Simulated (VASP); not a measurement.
Here is a VASP 6.6.1 calculation.

The input INCAR:

```
  ALGO = Normal
  EDIFF = 1E-7
  ENCUT = 520
  GGA = PE
  ISIF = 2
  ISMEAR = -1
  IVDW = 12
  LASPH = True
  LCHARG = False
  LREAL = False
  LWAVE = False
  NBANDS = 60
  NELM = 80
  PREC = Accurate
  SIGMA = 0.1
```

KPOINTS

```
k-points
0
Gamma
  4 3 4
```

POSCAR

```
CuRe12
1.0
    5.5200000000      0.0000000000      0.0000000000
   -4.1400000000      7.1706900000      0.0000000000
    0.0000000000      0.0000000000      4.4574000000
Re Cu
12 1
Direct
   -0.0363898122     -0.0456541857      0.1208594306
    0.2591936160      0.3028217638      0.3705332139
   -0.0378539365      0.3481361752     -0.0108791691
    0.1340258024      0.5574555516      0.5159829715
   -0.0122068954      0.6639367547      0.0193680970
    0.1806832255      0.9189474747      0.5667620279
    0.4908524756     -0.0159614228      0.0318891264
    0.6743117792      0.2240154693      0.4546840826
    0.4722384405      0.2986699660     -0.0893260538
    0.6836222415      0.5789546136      0.5277751546
    0.4755292880      0.6433616580      0.0184218257
    0.5868501084      0.8516673872      0.5173310401
    0.9577989671      0.1103329944      0.7103626526
```

Potentials or basis: VASP PAW PBE potentials, release 64 (Re, Cu).

Run with:

```bash
$ cat potpaw_PBE.64/Re/POTCAR potpaw_PBE.64/Cu/POTCAR > POTCAR
$ mpirun -np 1 vasp_std > vasp.out
```

Problem. Estimate the band gap on the k mesh.

Solution. Zero (an odd number of electrons rules out a gap without spin polarisation).

Problem. What does it give for the pressure?

Solution. 37.6 GPa.

Stress tensor (GPa, compression positive):
```
37.67  1.89  0.63
 1.89 32.90 -2.27
 0.63 -2.27 42.29
```

Caveat: spin-orbit coupling is left out, which moves the levels of the heavy elements.
